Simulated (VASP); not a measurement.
# B2P in VASP: notebook

The runs below take B2P through single point, with PBE.

Everything below comes from runs of VASP 6.6.1. Logs are shortened: lines on timing, memory, paths and dates and some standing lists are left out, and cuts for length are marked.

## Step 1: The cell of the first run

The typed cell holds 6 atoms: a = 3.030 Å, b = 3.645 Å, c = 5.811 Å, α = 77.30°, β = 74.91°, γ = 90.00°.

The cell was generated, and may not be a known phase.

## Step 2: Single point, PBE

Contents of INCAR:

```
ALGO = Normal
EDIFF = 1E-6
ENCUT = 520
GGA = PE
ISIF = 2
ISMEAR = 0
LASPH = T
LCHARG = T
LELF = T
LREAL = F
LVHAR = T
LWAVE = F
NBANDS = 20
NELM = 60
PREC = Accurate
SIGMA = 0.1
```

Contents of KPOINTS:

```
k-points
0
Gamma
  6 6 4
```

Contents of POSCAR:

```
B2P
1.0
    3.0203330959     -0.0908207601      0.2288170923
    0.1147680245      3.6428779463     -0.0699637877
    1.1386638785      1.3491333910      5.5366801853
B P
4 2
Direct
    0.3453695160      0.2303812912      0.8085063050
    0.9217500602      0.4570160491      0.6567765170
    0.0782499398      0.5429839509      0.3432234830
    0.6546304840      0.7696187088      0.1914936950
    0.8364315044      0.8642218354      0.8262672039
    0.1635684956      0.1357781646      0.1737327961
```

Potentials or basis: VASP PAW PBE potentials, release 64 (B, P).

On the command line:

```console
$ cat potpaw_PBE.64/B/POTCAR potpaw_PBE.64/P/POTCAR > POTCAR
$ mpirun -np 1 vasp_std > vasp.out
```

OUTCAR:

```text
EDIFF = 1E-6
   ENCUT = 520
   GGA = PE
   ISIF = 2
   ISMEAR = 0
   LASPH = T
   LREAL = F
   NELM = 60
   PREC = Accurate

 ion  position               nearest neighbor table
   1  0.345  0.230  0.809-   2 1.84   2 1.84   6 2.00   5 2.01   5 2.01
   2  0.922  0.457  0.657-   3 1.72   1 1.84   1 1.84   5 1.94   5 2.15
   3  0.078  0.543  0.343-   2 1.72   4 1.84   4 1.84   6 1.94   6 2.15
   4  0.655  0.770  0.191-   3 1.84   3 1.84   5 2.00   6 2.01   6 2.01
   5  0.836  0.864  0.826-   2 1.94   4 2.00   1 2.01   1 2.01   2 2.15   6 2.82   6 2.82
   6  0.164  0.136  0.174-   3 1.94   1 2.00   4 2.01   4 2.01   3 2.15   5 2.82   5 2.82

  LATTYP: Found a triclinic cell.
 ALAT       =     5.8127065654
 B/A-ratio  =     0.5213319128
 C/A-ratio  =     0.6271358758
 COS(alpha) =     0.0000199328
 COS(beta)  =     0.2198394412
 COS(gamma) =     0.2611205188

  Lattice vectors:

 A1 = (   1.8816692174,  -1.4399541511,  -5.3078630930)
 A2 = (   3.0203330959,  -0.0908207601,   0.2288170923)
 A3 = (  -0.1147680245,  -3.6428779463,   0.0699637877)

Analysis of symmetry for initial positions (statically):
=====================================================================
 Subroutine PRICEL returns:
 Original cell was already a primitive cell.

 Routine SETGRP: Setting up the symmetry group for a
 triclinic supercell.

 Subroutine GETGRP returns: Found  2 space group operations
 (whereof  2 operations were pure point group operations)
 out of a pool of  2 trial point group operations.

The static configuration has the point symmetry S_2 .

Analysis of symmetry for dynamics (positions and initial velocities):
=====================================================================
 Subroutine PRICEL returns:
 Original cell was already a primitive cell.

 Routine SETGRP: Setting up the symmetry group for a
 triclinic supercell.

 Subroutine GETGRP returns: Found  2 space group operations
 (whereof  2 operations were pure point group operations)
 out of a pool of  2 trial point group operations.

The dynamic configuration has the point symmetry S_2 .

 Subroutine INISYM returns: Found  2 space group operations
 (whereof  2 operations are pure point group operations),
 and found     1 'primitive' translations

----------------------------------------------------------------------------------------

                                     Primitive cell

  volume of cell :      60.3548
[... 94 lines left out ...]
   LASPH  =      T    aspherical Exc in radial PAW
   ENCUT  =  520.0 eV  38.22 Ry    6.18 a.u.   5.63  6.78 10.81*2*pi/ulx,y,z
   NELM   =     60;   NELMIN=  2; NELMDL= -5     # of ELM steps
   EDIFF  = 0.1E-05   stopping-criterion for ELM
   LREAL  =      F    real-space projection
   EDIFFG = 0.1E-04   stopping-criterion for IOM
   NSW    =      0    number of steps for IOM
   IBRION =     -1    ionic relax: 0-MD 1-quasi-New 2-CG
   NFREE  =      0    steps in history (QN), initial steepest desc. (CG)
   ISIF   =      2    stress and relaxation
   ISYM   =      2    0-nonsym 1-usesym 2-fastsym
   POTIM  = 0.5000    time-step for ionic-motion
   TEBEG  =    0.0;   TEEND  =   0.0 temperature during run
   PSTRESS=    0.0 pullay stress
   NELECT =      22.0000    total number of electrons
   NUPDOWN=      -1.0000    fix difference up-down
   EMIN   =  10.00;   EMAX   =-10.00  energy-range for DOS
   EFERMI =   0.00;   METHOD = LEGACY
   ISMEAR =     0;   SIGMA  =   0.10  broadening in eV -4-tet -1-fermi 0-gaus
   EFERMI_NEDOS =   21; number of points for ismear=-14 and -15
   IALGO  =     38    algorithm
   IMIX   =      4    mixing-type and parameters
     AMIX     =   0.40;   BMIX     =  1.00
     AMIX_MAG =   1.60;   BMIX_MAG =  1.00
  volume/ion in A,a.u.               =      10.06        67.88
  Fermi-wavevector in a.u.,A,eV,Ry     =   1.169441  2.209924 18.607237  1.367593
  Thomas-Fermi vector in A             =   2.305914
   LORBIT       =      0    0 simple, 1 ext, 2 COOP (PROOUT), +10 PAW based schemes
   GGA     = PE    functional components
   LHFCALC =     F    Hartree Fock is set to
   AEXX    =    0.0000 exact exchange contribution
   IVDW    =     0    specifies the selected vdW correction
   LEPSILON=     F    determine dielectric tensor
   LRPA    =     F    only Hartree local field effects (RPA)
 non-spin polarized calculation
 Gauss-broadening in eV      SIGMA  =   0.10
  energy-cutoff  :      520.00
  volume of cell :       60.35
 maximum number of plane-waves:      1648
 NGX is ok and might be reduce to    24

 number of electron      22.0000001 magnetization

 Free energy of the ion-electron system (eV)
  ---------------------------------------------------
  ext. energy  EPLUGINS =         0.00000000
  ---------------------------------------------------
  free energy    TOTEN  =       -36.19748919 eV

  energy without entropy =      -36.19522730  energy(sigma->0) =      -36.19635824

 E-fermi :   7.9073     XC(G=0): -11.1733

 val. band max:        7.8251731254   @ k =   0.3333  -0.0000   0.2500
 cond. band min:       7.9245680279   @ k =   0.3333   0.0000   0.0000
 fundamental gap:      0.0993949025
 Fermi energy:         7.9072942546

 k-point     1 :       0.0000    0.0000    0.0000
  band No.  band energies     occupation
      1      -9.0694      2.00000
      2      -5.5942      2.00000
      3      -2.2500      2.00000
      4       1.0784      2.00000
      5       1.2668      2.00000
      6       2.4391      2.00000
[... 541 lines left out ...]
     19      14.0501      0.00000
     20      16.9460      0.00000

 [... further k-points ...]
[... 5 lines left out ...]
  --------------------------------------------------------------------------------------
  -------------------------------------------------------------------------------------
  Total       -0.1227786     -0.1190194     -0.1002270     -0.0031479     -0.0171746      0.0032494
  in kB       -3.2592795     -3.1594883     -2.6606254     -0.0835639     -0.4559168      0.0862587
  external PRESSURE =      -3.0264644 kB  Pullay stress =       0.0000000 kB

 VOLUME and BASIS-vectors are now :
 -----------------------------------------------------------------------------
  energy-cutoff  :      520.00
  volume of cell :       60.35
      direct lattice vectors                 reciprocal lattice vectors
     3.020333096 -0.090820760  0.228817092     0.335745373 -0.011848258 -0.066161714
     0.114768024  3.642877946 -0.069963788     0.013446328  0.272755043 -0.069228088
     1.138663879  1.349133391  5.536680185    -0.013705600  0.003936305  0.182473150

 POSITION                                       TOTAL-FORCE (eV/Angst)
 -----------------------------------------------------------------------------------
      1.99019      1.89867      4.53935         0.011825     -0.007743      0.012345
      3.58429      2.46722      3.81530        -0.007600     -0.014424     -0.003328
      0.68947      2.43397      1.88023         0.007600      0.014424      0.003328
      2.28358      3.00252      1.15618        -0.011825      0.007743     -0.012345
      3.56633      4.18703      4.70570         0.002352      0.020654      0.012386
      0.70744      0.71416      0.98983        -0.002352     -0.020654     -0.012386
 -----------------------------------------------------------------------------------
    total drift:                               -0.000000      0.000000      0.000000

  FREE ENERGIE OF THE ION-ELECTRON SYSTEM (eV)
  ---------------------------------------------------
  free  energy   TOTEN  =       -36.1974891925 eV

  energy  without entropy=      -36.1952272953  energy(sigma->0) =      -36.19635824
```

OSZICAR:

```text
N       E                     dE             d eps       ncg     rms          rms(c)
DAV:   1     0.455462030405E+02    0.45546E+02   -0.10041E+04  3040   0.983E+02
DAV:   2    -0.354249310605E+02   -0.80971E+02   -0.77584E+02  3832   0.177E+02
DAV:   3    -0.386463502938E+02   -0.32214E+01   -0.31875E+01  4112   0.314E+01
DAV:   4    -0.386714484717E+02   -0.25098E-01   -0.25065E-01  3952   0.300E+00
DAV:   5    -0.386716996599E+02   -0.25119E-03   -0.25116E-03  3876   0.309E-01    0.120E+01
DAV:   6    -0.364145969882E+02    0.22571E+01   -0.34748E+00  3624   0.103E+01    0.666E+00
DAV:   7    -0.362164373375E+02    0.19816E+00   -0.11840E+00  4008   0.547E+00    0.200E+00
DAV:   8    -0.361974594218E+02    0.18978E-01   -0.80197E-02  3628   0.161E+00    0.656E-01
DAV:   9    -0.361968175300E+02    0.64189E-03   -0.93455E-03  3756   0.550E-01    0.218E-01
DAV:  10    -0.361973295614E+02   -0.51203E-03   -0.75020E-04  3664   0.161E-01    0.891E-02
DAV:  11    -0.361974722059E+02   -0.14264E-03   -0.14516E-04  3688   0.680E-02    0.189E-02
DAV:  12    -0.361974847847E+02   -0.12579E-04   -0.14232E-05  3900   0.216E-02    0.692E-03
DAV:  13    -0.361974889353E+02   -0.41505E-05   -0.51398E-06  3604   0.128E-02    0.253E-03
DAV:  14    -0.361974891925E+02   -0.25726E-06   -0.39084E-07  2740   0.374E-03
   1 F= -.36197489E+02 E0= -.36196358E+02  d E =-.226190E-02
```

stdout:

```text
POSCAR found type information on POSCAR B P
 POSCAR found :  2 types and       6 ions
 scaLAPACK will be used
 LDA part: xc-table for (Slater+PW92), standard interpolation
 POSCAR, INCAR and KPOINTS ok, starting setup
 FFT: planning ... GRIDC
 FFT: planning ... GRID_SOFT
 FFT: planning ... GRID
 WAVECAR not read
 entering main loop
```

It took 1.9 min on 1 thread of Intel Xeon 8259CL, shared host; peak memory 0.22 GiB.

Results:

```
Free energy            : -36.1975 eV
Pressure               : -0.3 GPa
Largest force          : 0.024 eV/Å
Band gap on the k mesh : zero (bands 11 and 12 overlap by 1.70 eV)
```

Forces on the atoms (eV/Å):
```
B    0.012 -0.008  0.012
B   -0.008 -0.014 -0.003
B    0.008  0.014  0.003
B   -0.012  0.008 -0.012
P    0.002  0.021  0.012
P   -0.002 -0.021 -0.012
```

Levels at points of the mesh, in eV from the Fermi level:
| k point | band 9 | band 10 | band 11 | band 12 | band 13 | band 14 |
| --- | --- | --- | --- | --- | --- | --- |
| (0.00, 0.00, 0.00) | -3.22 | -2.04 | -1.15 | 2.13 | 2.64 | 3.22 |
| (0.50, 0.00, 0.00) | -2.82 | -2.57 | -2.00 | -0.89 | -0.44 | 2.13 |
| (0.00, 0.50, 0.00) | -1.49 | 0.53 | 0.62 | 0.88 | 0.95 | 2.90 |
| (0.50, 0.50, 0.00) | -4.81 | -4.04 | -3.32 | 2.16 | 3.33 | 3.53 |
| (0.00, 0.00, 0.50) | -3.37 | -2.44 | -1.08 | 1.55 | 2.03 | 2.76 |
| (0.50, 0.00, 0.50) | -2.82 | -2.58 | -2.00 | -0.89 | -0.44 | 2.13 |
| (0.00, 0.50, 0.50) | -2.33 | -0.84 | 0.78 | 0.84 | 1.86 | 2.31 |
| (0.50, 0.50, 0.50) | -4.80 | -4.04 | -3.32 | 2.17 | 3.33 | 3.53 |

## Step 3: Single point, PBE

This run uses another cell than the first one: it holds 12 atoms, not 6.

Contents of INCAR:

```
SYSTEM = B2P
ALGO = Normal ; EDIFF = 1E-6
ENCUT = 520 ; GGA = PE
ISIF = 2 ; ISMEAR = 0
LASPH = .TRUE. ; LCHARG = .FALSE.
LREAL = .FALSE. ; LWAVE = .FALSE.
NBANDS = 34 ; NELM = 100
PREC = Accurate ; SIGMA = 0.2
```

Contents of KPOINTS:

```
k-points
0
G
  6 4 4
  0 0 0
```

Contents of POSCAR:

```
B2P
1.0
   -0.8306841896      0.0000000000      3.5492530113
    5.6026032402     -1.5174059170     -0.0027768622
    0.0000000000      6.0696236682      0.0000000000
B P
8 4
Direct
    0.2301878777      0.6914055677      0.4228513919
    0.2301878777      0.6914055677      0.9228513919
    0.4568728667      0.8432911432      0.2108227858
    0.4568728667      0.8432911432      0.7108227858
    0.5431271333      0.1567088568      0.2891772142
    0.5431271333      0.1567088568      0.7891772142
    0.7698121223      0.3085944323      0.0771486081
    0.7698121223      0.3085944323      0.5771486081
    0.8639382796      0.6740756218      0.1685189054
    0.8639382796      0.6740756218      0.6685189054
    0.1360617204      0.3259243782      0.3314810946
    0.1360617204      0.3259243782      0.8314810946
```

Potentials or basis: VASP PAW PBE potentials, release 64 (B, P).

On the command line:

```console
$ cat potpaw_PBE.64/B/POTCAR potpaw_PBE.64/P/POTCAR > POTCAR
$ mpirun -np 1 vasp_std > vasp.out
```

It took 5.3 min on 1 thread of Intel Xeon 8259CL, shared host; peak memory 0.33 GiB.

It converged, with:

- Free energy: -72.3995 eV
- Pressure: -0.3 GPa
- Largest force: 0.063 eV/Å
- Band gap on the k mesh: zero (bands 22 and 23 overlap by 1.70 eV)

Forces in eV/Å, atoms in the order of the input:
```
B    0.019  0.000 -0.014
B    0.019  0.000 -0.014
B   -0.015  0.002 -0.046
B   -0.015  0.002 -0.046
B    0.015 -0.002  0.046
B    0.015 -0.002  0.046
B   -0.019  0.000  0.014
B   -0.019  0.000  0.014
P   -0.034 -0.003  0.053
P   -0.034 -0.003  0.053
P    0.034  0.003 -0.053
P    0.034  0.003 -0.053
```

Stress tensor (GPa, compression positive):
```
 0.31  0.00  0.15
 0.00 -0.37  0.01
 0.15  0.01 -0.70
```

Levels at points of the mesh, in eV from the Fermi level:
| k point | band 19 | band 20 | band 21 | band 22 | band 23 | band 24 | band 25 | band 26 |
| --- | --- | --- | --- | --- | --- | --- | --- | --- |
| (0.00, 0.00, 0.00) | -2.40 | -1.86 | -1.83 | -0.98 | -0.73 | -0.28 | 2.30 | 2.33 |
| (0.50, 0.00, 0.00) | -1.46 | -1.33 | 0.69 | 0.76 | 1.04 | 1.08 | 2.35 | 3.08 |
| (0.00, 0.50, 0.00) | -2.40 | -2.28 | -1.83 | -0.93 | -0.73 | -0.28 | 1.70 | 2.21 |
| (0.50, 0.50, 0.00) | -3.15 | -2.17 | -0.65 | 0.93 | 0.98 | 2.01 | 2.35 | 2.47 |
| (0.00, 0.00, 0.50) | -2.36 | -2.36 | -1.18 | -1.18 | 1.30 | 1.30 | 2.38 | 2.38 |
| (0.50, 0.00, 0.50) | -3.12 | -3.12 | -1.78 | -1.78 | 3.13 | 3.13 | 4.56 | 4.56 |
| (0.00, 0.50, 0.50) | -2.65 | -2.65 | -2.26 | -2.26 | 1.38 | 1.38 | 1.99 | 1.99 |
| (0.50, 0.50, 0.50) | -3.14 | -3.14 | -2.13 | -2.13 | 1.53 | 1.53 | 3.89 | 3.89 |

## Step 4: Single point, PBE

This run uses another cell than the first one: it holds 12 atoms, not 6.

Contents of INCAR:

```
SYSTEM = B2P
PREC     = Accurate       ! precision mode
ENCUT    = 520            ! plane-wave cutoff, eV
EDIFF    = 1E-7           ! SCF threshold, eV
ISMEAR   = 0              ! smearing method
SIGMA    = 0.2            ! smearing width, eV
LREAL    = .FALSE.        ! projectors in reciprocal space
LASPH    = .TRUE.         ! aspherical terms in the spheres
NELM     = 80             ! most SCF steps
ALGO     = Normal         ! electronic algorithm
ISIF     = 2              ! what is computed and relaxed
LWAVE    = .FALSE.        ! write WAVECAR
LCHARG   = .FALSE.        ! write CHGCAR
GGA      = PE             ! functional
NBANDS   = 34             ! bands
```

Contents of KPOINTS:

```
regular mesh
0
G
  6 4 4
  0 0 0
```

Contents of POSCAR:

```
B2P
1.0
   -0.8277459047      0.0003401274      3.5422252507
    5.6100055679     -1.5185093829      0.0033690693
   -0.0010257879      6.0705033198      0.0002958169
B P
8 4
Direct
    0.2294370936      0.6915614594      0.4228938153
    0.2294414586      0.6915745608      0.9229271468
    0.4561087532      0.8433204039      0.2108577361
    0.4561725930      0.8433143946      0.7108299169
    0.5438244298      0.1566821103      0.2891312360
    0.5438694554      0.1566921590      0.7890949921
    0.7705531489      0.3084199594      0.0770899911
    0.7705979451      0.3084441081      0.5770963735
    0.8631831658      0.6734498332      0.1684061376
    0.8632827276      0.6734919753      0.6684099375
    0.1367448761      0.3265129651      0.3316348880
    0.1367843529      0.3265360706      0.8316278290
```

On the command line:

```console
$ cat potpaw_PBE.64/B/POTCAR potpaw_PBE.64/P/POTCAR > POTCAR
$ mpirun -np 1 vasp_std > vasp.out
```

Run time: 6.4 min. Hardware: 1 thread of Intel Xeon 8259CL, shared host; peak memory 0.33 GiB.

It converged, with:

| Item | Value |
| --- | --- |
| Free energy | -72.4005 eV |
| Pressure | -0.2 GPa |
| Largest force | 0.035 eV/Å |
| Band gap on the k mesh | zero (bands 22 and 23 overlap by 1.67 eV) |

Forces in eV/Å, atoms in the order of the input:
```
B    0.011  0.002 -0.003
B    0.012  0.000 -0.003
B   -0.001  0.000 -0.023
B    0.001  0.001 -0.024
B    0.000  0.000  0.025
B   -0.001  0.002  0.024
B   -0.012 -0.001  0.003
B   -0.011 -0.001  0.002
P   -0.011 -0.003  0.033
P   -0.013 -0.002  0.031
P    0.013  0.000 -0.032
P    0.012  0.002 -0.033
```

Stress tensor (GPa, compression positive):
```
-0.07  0.04 -0.11
 0.04 -0.26  0.00
-0.11  0.00 -0.26
```

Levels at points of the mesh, in eV from the Fermi level:
| k point | band 18 | band 19 | band 20 | band 21 | band 22 | band 23 | band 24 | band 25 | band 26 | band 27 |
| --- | --- | --- | --- | --- | --- | --- | --- | --- | --- | --- |
| (0.00, 0.00, 0.00) | -2.65 | -2.42 | -1.90 | -1.84 | -1.00 | -0.71 | -0.27 | 2.28 | 2.31 | 2.68 |
| (0.50, 0.00, 0.00) | -3.18 | -1.49 | -1.35 | 0.68 | 0.75 | 1.01 | 1.07 | 2.32 | 3.05 | 3.48 |
| (0.00, 0.50, 0.00) | -2.65 | -2.42 | -2.32 | -1.84 | -0.92 | -0.71 | -0.27 | 1.69 | 2.19 | 2.31 |
| (0.50, 0.50, 0.00) | -3.20 | -3.18 | -2.20 | -0.69 | 0.94 | 0.96 | 1.99 | 2.31 | 2.43 | 3.48 |
| (0.00, 0.00, 0.50) | -2.85 | -2.39 | -2.39 | -1.20 | -1.20 | 1.30 | 1.31 | 2.38 | 2.38 | 3.25 |
| (0.50, 0.00, 0.50) | -3.95 | -3.14 | -3.14 | -1.80 | -1.80 | 3.09 | 3.09 | 4.53 | 4.53 | 4.60 |
| (0.00, 0.50, 0.50) | -3.53 | -2.65 | -2.65 | -2.28 | -2.28 | 1.40 | 1.40 | 2.00 | 2.00 | 2.93 |
| (0.50, 0.50, 0.50) | -3.75 | -3.16 | -3.16 | -2.15 | -2.15 | 1.49 | 1.49 | 3.85 | 3.85 | 4.25 |

## Step 5: Single point, PBE

This run uses another cell than the first one, of the same volume but with other edges.

Contents of INCAR:

```
SYSTEM = B2P
ALGO = Normal
EDIFF = 1E-6
ENCUT = 520
GGA = PE
ISIF = 2
ISMEAR = 0
LASPH = .TRUE.
LCHARG = .TRUE.
LELF = .TRUE.
LREAL = .FALSE.
LVHAR = .TRUE.
LWAVE = .FALSE.
NBANDS = 20
NELM = 60
PREC = Accurate
SIGMA = 0.1
```

Contents of KPOINTS:

```
k-points
0
G
  12 12 10
  0 0 0
```

Contents of POSCAR:

```
B2P
1.0
    5.6026032402     -1.5174059170     -0.0027768622
    5.6026032402      1.5174059170     -0.0027768622
   -0.8306841896      0.0000000000      3.5492530113
B P
4 2
Direct
    0.8457027838      0.8457027838      0.2301878777
    0.4216455716      0.4216455716      0.4568728667
    0.5783544284      0.5783544284      0.5431271333
    0.1542972162      0.1542972162      0.7698121223
    0.3370378109      0.3370378109      0.8639382796
    0.6629621891      0.6629621891      0.1360617204
```

On the command line:

```console
$ cat potpaw_PBE.64/B/POTCAR potpaw_PBE.64/P/POTCAR > POTCAR
$ mpirun -np 1 vasp_std > vasp.out
```

Wall time 19 min (1 thread of Intel Xeon 8259CL, shared host); peak memory 0.52 GiB.

The run converged. Its results:

```
Free energy            : -36.1795 eV
Pressure               : -0.2 GPa
Largest force          : 0.023 eV/Å
Band gap on the k mesh : zero (bands 11 and 12 overlap by 1.84 eV)
```

Forces in eV/Å, atoms in the order of the input:
```
B    0.003  0.000 -0.012
B   -0.009  0.000 -0.008
B    0.009  0.000  0.008
B   -0.003  0.000  0.012
P   -0.005  0.000  0.022
P    0.005  0.000 -0.022
```

Stress tensor (GPa, compression positive):
```
-0.12  0.00  0.08
 0.00 -0.22  0.00
 0.08  0.00 -0.30
```

Levels at points of the mesh, in eV from the Fermi level:
```
           k point  band 8  band 9  band 10  band 11  band 12  band 13  band 14  band 15
(0.00, 0.00, 0.00)   -3.54   -2.99    -1.77    -0.90     2.42     2.89     3.44     4.49
(0.50, 0.00, 0.00)   -4.70   -2.56    -2.31    -1.74    -0.64    -0.19     2.39     2.76
(0.50, 0.50, 0.00)   -4.10   -3.10    -2.19    -0.83     1.79     2.30     3.00     3.90
(0.00, 0.00, 0.50)   -1.37   -1.23     0.78     0.86     1.13     1.18     3.17     3.60
(0.50, 0.00, 0.50)   -5.94   -4.55    -3.78    -3.06     2.44     3.60     3.81     5.78
(0.50, 0.50, 0.50)   -3.07   -2.09    -0.56     1.02     1.08     2.10     2.56     4.17
```

## Step 6: Summary

```csv
cell,k mesh,smearing,gap on the mesh (eV),pressure (GPa),largest force (eV/Å)
"a = 3.030, b = 3.645, c = 5.811 Å, angles 77.3, 74.9, 90.0°, 6 atoms, atomic positions A",6 × 6 × 4,gaussian 0.1 eV,none,-0.3,0.02
"a = 3.645, b = 5.804, c = 6.070 Å, angles 105.2, 90.0, 102.7°, 12 atoms, atomic positions B",6 × 4 × 4,gaussian 0.2 eV,none,-0.3,0.06
"a = 3.638, b = 5.812, c = 6.071 Å, angles 105.2, 90.0, 102.7°, 12 atoms, atomic positions C",6 × 4 × 4,gaussian 0.2 eV,none,-0.2,0.04
"a = 5.804, b = 5.804, c = 3.645 Å, angles 102.7, 102.7, 30.3°, 6 atoms, atomic positions D",12 × 12 × 10,gaussian 0.1 eV,none,-0.2,0.02
```

Alike in all rows: task single point; level PBE; potentials or basis VASP PAW PBE potentials, release 64 (B, P); no spin polarisation; cutoff (eV) 520.

Absolute energies hang on the potentials; compare differences alone.

The gap in the log of VASP goes by the Fermi energy; the results here count the filled bands.